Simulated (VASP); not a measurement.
# TiGe (F-43m) in VASP: notebook, part 3 of 3

VASP 6.6.1. Earlier steps stand in the parts before.

## Step 6: Single point, PBEsol

This run uses another cell than the first one, of 23.89 Å³/atom, 1.025 times its volume.

INCAR

```
ALGO = Normal
EDIFF = 1E-6
ENCUT = 500
GGA = PS
GGA_COMPAT = F
ISIF = 2
ISMEAR = 0
LASPH = T
LCHARG = F
LREAL = F
LWAVE = F
NBANDS = 20
NELM = 120
PREC = Accurate
SIGMA = 0.05
```

KPOINTS

```
k-points
0
Gamma
  6 6 6
```

POSCAR

```
TiGe
1.0
    0.0000000000      2.8800772444      2.8800772444
    2.8800772444      0.0000000000      2.8800772444
    2.8800772444      2.8800772444      0.0000000000
Ti Ge
1 1
Direct
    0.0000000000      0.0000000000      0.0000000000
    0.2500000000      0.2500000000      0.2500000000
```

Potentials or basis: VASP PAW PBE potentials, release 64 (Ti_sv, Ge_d).

On the command line:

```console
> cat potpaw_PBE.64/Ti_sv/POTCAR potpaw_PBE.64/Ge_d/POTCAR > POTCAR
> mpirun -np 1 vasp_std > vasp.out
```

OUTCAR:

```text
EDIFF = 1E-6
   ENCUT = 500
   GGA = PS
   ISIF = 2
   ISMEAR = 0
   LASPH = T
   LREAL = F
   NELM = 120
   PREC = Accurate

 ion  position               nearest neighbor table
   1  0.000  0.000  0.000-   2 2.49   2 2.49   2 2.49   2 2.49
   2  0.250  0.250  0.250-   1 2.49   1 2.49   1 2.49   1 2.49

  LATTYP: Found a face centered cubic cell.
 ALAT       =     5.7601544888

  Lattice vectors:

 A1 = (   0.0000000000,   2.8800772444,   2.8800772444)
 A2 = (   2.8800772444,   0.0000000000,   2.8800772444)
 A3 = (   2.8800772444,   2.8800772444,   0.0000000000)

Analysis of symmetry for initial positions (statically):
=====================================================================
 Subroutine PRICEL returns:
 Original cell was already a primitive cell.

 Routine SETGRP: Setting up the symmetry group for a
 face centered cubic supercell.

 Subroutine GETGRP returns: Found 24 space group operations
 (whereof 24 operations were pure point group operations)
 out of a pool of 48 trial point group operations.

The static configuration has the point symmetry T_d .

Analysis of symmetry for dynamics (positions and initial velocities):
=====================================================================
 Subroutine PRICEL returns:
 Original cell was already a primitive cell.

 Routine SETGRP: Setting up the symmetry group for a
 face centered cubic supercell.

 Subroutine GETGRP returns: Found 24 space group operations
 (whereof 24 operations were pure point group operations)
 out of a pool of 48 trial point group operations.

The dynamic configuration has the point symmetry T_d .

 Subroutine INISYM returns: Found 24 space group operations
 (whereof 24 operations are pure point group operations),
 and found     1 'primitive' translations

----------------------------------------------------------------------------------------

                                     Primitive cell

  volume of cell :      47.7796

  direct lattice vectors                    reciprocal lattice vectors
     0.000000000  2.880077244  2.880077244    -0.173606455  0.173606455  0.173606455
     2.880077244  0.000000000  2.880077244     0.173606455 -0.173606455  0.173606455
     2.880077244  2.880077244  0.000000000     0.173606455  0.173606455 -0.173606455

  length of vectors
     4.073044300  4.073044300  4.073044300     0.300695200  0.300695200  0.300695200

  position of ions in fractional coordinates (direct lattice)
     0.000000000  0.000000000  0.000000000
     0.250000000  0.250000000  0.250000000

  ion indices of the primitive-cell ions
   primitive index   ion index
                 1           1
                 2           2

----------------------------------------------------------------------------------------

 KPOINTS: k-points

Automatic generation of k-mesh.
 Grid dimensions read from file:
 generate k-points for:    6    6    6

 Generating k-lattice:

  Cartesian coordinates                     Fractional coordinates (reciprocal lattice)
    -0.028934409  0.028934409  0.028934409     0.166666667  0.000000000  0.000000000
     0.028934409 -0.028934409  0.028934409     0.000000000  0.166666667  0.000000000
     0.028934409  0.028934409 -0.028934409     0.000000000  0.000000000  0.166666667

  Length of vectors
     0.050115867  0.050115867  0.050115867

  Shift w.r.t. Gamma in fractional coordinates (k-lattice)
     0.000000000  0.000000000  0.000000000

 Subroutine IBZKPT returns following result:
 ===========================================

 Found     16 irreducible k-points:

 Following reciprocal coordinates:
            Coordinates               Weight
  0.000000  0.000000  0.000000      1.000000
  0.166667  0.000000  0.000000      8.000000
  0.333333  0.000000  0.000000      8.000000
  0.500000  0.000000  0.000000      4.000000
  0.166667  0.166667  0.000000      6.000000
  0.333333  0.166667  0.000000     24.000000
[... 8 lines left out ...]
 -0.333333  0.333333  0.166667     24.000000
 -0.333333  0.500000  0.166667     12.000000
   k-points           NKPTS =     16   k-points in BZ     NKDIM =     16   number of bands    NBANDS=     20
   number of dos      NEDOS =    301   number of ions     NIONS =      2
   total plane-waves  NPLWV =  27000
   dimension x,y,z NGX =    30 NGY =   30 NGZ =   30
   dimension x,y,z NGXF=    60 NGYF=   60 NGZF=   60
   ions per type =               1   1
   NGX,Y,Z   is equivalent  to a cutoff of  12.24, 12.24, 12.24 a.u.
   NGXF,Y,Z  is equivalent  to a cutoff of  24.49, 24.49, 24.49 a.u.
 SYSTEM =  unknown system
   PREC   = accura    normal or accurate (medium, high low for compatibility)
   ISTART =      0    job   : 0-new  1-cont  2-samecut
   ICHARG =      2    charge: 1-file 2-atom 10-const
   ISPIN  =      1    spin polarized calculation?
   LNONCOLLINEAR =      F non collinear calculations
   LSORBIT =      F    spin-orbit coupling
   LASPH  =      T    aspherical Exc in radial PAW
   ENCUT  =  500.0 eV  36.75 Ry    6.06 a.u.   7.43  7.43  7.43*2*pi/ulx,y,z
   NELM   =    120;   NELMIN=  2; NELMDL= -5     # of ELM steps
   EDIFF  = 0.1E-05   stopping-criterion for ELM
   LREAL  =      F    real-space projection
   EDIFFG = 0.1E-04   stopping-criterion for IOM
   NSW    =      0    number of steps for IOM
   IBRION =     -1    ionic relax: 0-MD 1-quasi-New 2-CG
   NFREE  =      0    steps in history (QN), initial steepest desc. (CG)
   ISIF   =      2    stress and relaxation
   ISYM   =      2    0-nonsym 1-usesym 2-fastsym
   POTIM  = 0.5000    time-step for ionic-motion
   TEBEG  =    0.0;   TEEND  =   0.0 temperature during run
   PSTRESS=    0.0 pullay stress
   NELECT =      26.0000    total number of electrons
   NUPDOWN=      -1.0000    fix difference up-down
   EMIN   =  10.00;   EMAX   =-10.00  energy-range for DOS
   EFERMI =   0.00;   METHOD = LEGACY
   ISMEAR =     0;   SIGMA  =   0.05  broadening in eV -4-tet -1-fermi 0-gaus
   EFERMI_NEDOS =   21; number of points for ismear=-14 and -15
   IALGO  =     38    algorithm
   IMIX   =      4    mixing-type and parameters
     AMIX     =   0.40;   BMIX     =  1.00
     AMIX_MAG =   1.60;   BMIX_MAG =  1.00
  volume/ion in A,a.u.               =      23.89       161.22
  Fermi-wavevector in a.u.,A,eV,Ry     =   1.336550  2.525713 24.304976  1.786365
  Thomas-Fermi vector in A             =   2.465168
   LORBIT       =      0    0 simple, 1 ext, 2 COOP (PROOUT), +10 PAW based schemes
   GGA     = PS    functional components
   LHFCALC =     F    Hartree Fock is set to
   AEXX    =    0.0000 exact exchange contribution
   IVDW    =     0    specifies the selected vdW correction
   LEPSILON=     F    determine dielectric tensor
   LRPA    =     F    only Hartree local field effects (RPA)
 non-spin polarized calculation
 Gauss-broadening in eV      SIGMA  =   0.05
  energy-cutoff  :      500.00
  volume of cell :       47.78
 maximum number of plane-waves:      1243
 NGX is ok and might be reduce to    30
   NGX = 15   NGY = 15   NGZ = 15

 number of electron      25.9999983 magnetization

 Free energy of the ion-electron system (eV)
  ---------------------------------------------------
  ext. energy  EPLUGINS =         0.00000000
  ---------------------------------------------------
  free energy    TOTEN  =       -12.32518519 eV

  energy without entropy =      -12.32507778  energy(sigma->0) =      -12.32513149

 E-fermi :   3.9676     XC(G=0):  -9.8991

 val. band max:        3.8863320788   @ k =   0.5000   0.5000   0.0000
 cond. band min:       4.0394096585   @ k =   0.5000   0.5000   0.0000
 fundamental gap:      0.1530775797
 Fermi energy:         3.9675817608

 k-point     1 :       0.0000    0.0000    0.0000
  band No.  band energies     occupation
      1     -52.8697      2.00000
      2     -29.2276      2.00000
      3     -29.2276      2.00000
      4     -29.2276      2.00000
      5     -19.0560      2.00000
      6     -19.0560      2.00000
[... 12 lines left out ...]
     19      10.3156      0.00000
     20      12.3044      0.00000
[... 323 lines left out ...]
 k-point    16 :      -0.3333    0.5000    0.1667
  band No.  band energies     occupation
      1     -52.8678      2.00000
      2     -29.2444      2.00000
      3     -29.2372      2.00000
      4     -29.2340      2.00000
      5     -19.0659      2.00000
      6     -19.0607      2.00000
[... 12 lines left out ...]
     19      11.3456      0.00000
     20      12.5039      0.00000

------------------------ aborting loop because EDIFF is reached ----------------------------------------

  FORCE on cell =-STRESS in cart. coord.  units (eV):
  Direction    XX          YY          ZZ          XY          YZ          ZX
  --------------------------------------------------------------------------------------
  -------------------------------------------------------------------------------------
  Total        0.0236726      0.0236726      0.0236726      0.0000000     -0.0000000      0.0000000
  in kB        0.7938047      0.7938047      0.7938047      0.0000000     -0.0000000      0.0000000
  external PRESSURE =       0.7938047 kB  Pullay stress =       0.0000000 kB

 VOLUME and BASIS-vectors are now :
 -----------------------------------------------------------------------------
  energy-cutoff  :      500.00
  volume of cell :       47.78
      direct lattice vectors                 reciprocal lattice vectors
     0.000000000  2.880077244  2.880077244    -0.173606455  0.173606455  0.173606455
     2.880077244  0.000000000  2.880077244     0.173606455 -0.173606455  0.173606455
     2.880077244  2.880077244  0.000000000     0.173606455  0.173606455 -0.173606455

 POSITION                                       TOTAL-FORCE (eV/Angst)
 -----------------------------------------------------------------------------------
      0.00000      0.00000      0.00000        -0.000000     -0.000000     -0.000000
      1.44004      1.44004      1.44004         0.000000      0.000000      0.000000
 -----------------------------------------------------------------------------------
    total drift:                               -0.000000     -0.000000     -0.000000

  FREE ENERGIE OF THE ION-ELECTRON SYSTEM (eV)
  ---------------------------------------------------
  free  energy   TOTEN  =       -12.3251851911 eV

  energy  without entropy=      -12.3250777839  energy(sigma->0) =      -12.32513149
```

OSZICAR:

```text
N       E                     dE             d eps       ncg     rms          rms(c)
DAV:   1     0.228235913052E+03    0.22824E+03   -0.13415E+04   696   0.274E+03
DAV:   2     0.143791711160E+02   -0.21386E+03   -0.20911E+03   648   0.574E+02
DAV:   3    -0.133747662859E+02   -0.27754E+02   -0.27451E+02   736   0.147E+02
DAV:   4    -0.151944217335E+02   -0.18197E+01   -0.18142E+01   968   0.353E+01
DAV:   5    -0.152328494558E+02   -0.38428E-01   -0.38425E-01   752   0.454E+00    0.107E+01
DAV:   6    -0.128684222001E+02    0.23644E+01   -0.15108E+01   712   0.364E+01    0.666E+00
DAV:   7    -0.123908502866E+02    0.47757E+00   -0.58970E+00   688   0.204E+01    0.275E+00
DAV:   8    -0.123417414954E+02    0.49109E-01   -0.58169E-01   696   0.692E+00    0.129E+00
DAV:   9    -0.123269123624E+02    0.14829E-01   -0.75216E-02   740   0.265E+00    0.448E-01
DAV:  10    -0.123254106165E+02    0.15017E-02   -0.17270E-02   840   0.119E+00    0.116E-01
DAV:  11    -0.123252065327E+02    0.20408E-03   -0.21277E-03   748   0.471E-01    0.716E-02
DAV:  12    -0.123252005871E+02    0.59456E-05   -0.61645E-05   740   0.605E-02    0.499E-02
DAV:  13    -0.123251848356E+02    0.15751E-04   -0.73714E-05   864   0.821E-02    0.548E-03
DAV:  14    -0.123251851911E+02   -0.35543E-06   -0.36005E-06   608   0.193E-02
   1 F= -.12325185E+02 E0= -.12325131E+02  d E =-.107407E-03
```

It took 30 s on 1 thread of Intel Xeon 8259CL, shared host; peak memory 0.17 GiB.

Results:

```
Free energy            : -12.3252 eV
Pressure               : 0.1 GPa
Band gap on the k mesh : 0.15 eV, direct
```

Levels at points of the mesh, in eV from the valence-band top:
```
           k point  band 11  band 12  band 13  band 14  band 15  band 16
(0.00, 0.00, 0.00)    -1.01    -1.01    -1.01     1.08     1.08     5.00
(0.50, 0.00, 0.00)    -2.70    -0.74    -0.74     1.29     1.29     1.52
(0.50, 0.50, 0.00)    -2.76     0.00     0.00     0.15     1.47     1.77
```

Caveat: the PAW data sets were made with another functional, which shifts forces and pressure a little. A k mesh can miss the band edges.

## Step 7: Overview

```csv
cell,gap on the mesh (eV),pressure (GPa)
"a = 4.040 Å, angles 60.0°, 2 atoms",0.12,1.7
"a = 4.059 Å, angles 60.0°, 2 atoms",0.14,0.8
"a = 4.073 Å, angles 60.0°, 2 atoms",0.15,0.1
```

Alike in all rows: task single point; level PBEsol; potentials or basis VASP PAW PBE potentials, release 64 (Ti_sv, Ge_d); no spin polarisation; k mesh 6 × 6 × 6; cutoff (eV) 500; smearing gaussian 0.05 eV.

Caveats: the PAW data sets were made with another functional, which shifts forces and pressure a little.

Total energies depend on the potentials used, so only differences within one code and one set of settings carry meaning.
